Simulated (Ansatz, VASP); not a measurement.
One calculation of Ga, two programs

```xyz
2
Lattice="1.3830 -4.0265 0.0000 1.3830 4.0265 0.0000 -0.1174 0.0000 3.2966" Properties=species:S:1:pos:R:3 pbc="T T T"
Ga    1.3536   -2.9716    0.8242
Ga    1.2949    2.9716    2.4725
```

Change from the starting cell: zz strain of -1 %, PAW files.

Alike in both runs: task electric field gradients; functional PBE; k mesh 14 × 14 × 11; occupations fermi-dirac, width 0.03 eV; no spin polarisation.

```csv
,VASP,Ansatz
version,VASP 6.6.1,Ansatz 0.2.0
potentials or method,"VASP PAW PBE potentials, release 64 (Ga_d)","PAW with Ansatz's default frozen-core files, scalar-relativistic"
plane-wave cutoff (eV),520,420
valence electrons in the cell,26,26
```

```tsv
	VASP	Ansatz	Ansatz less VASP
pressure (GPa)	2.5	2.3	-0.13
traceless stress, the component that is largest in VASP (GPa)	0.11	0.10	-0.010
rms of the force components (eV/Å)	0.117	0.116	-0.0008
size of Vzz on the site where it differs most (V/Å²)	24.9	26.5	+1.61
```

Atom by atom the forces differ by 0.001 eV/Å (rms over components).
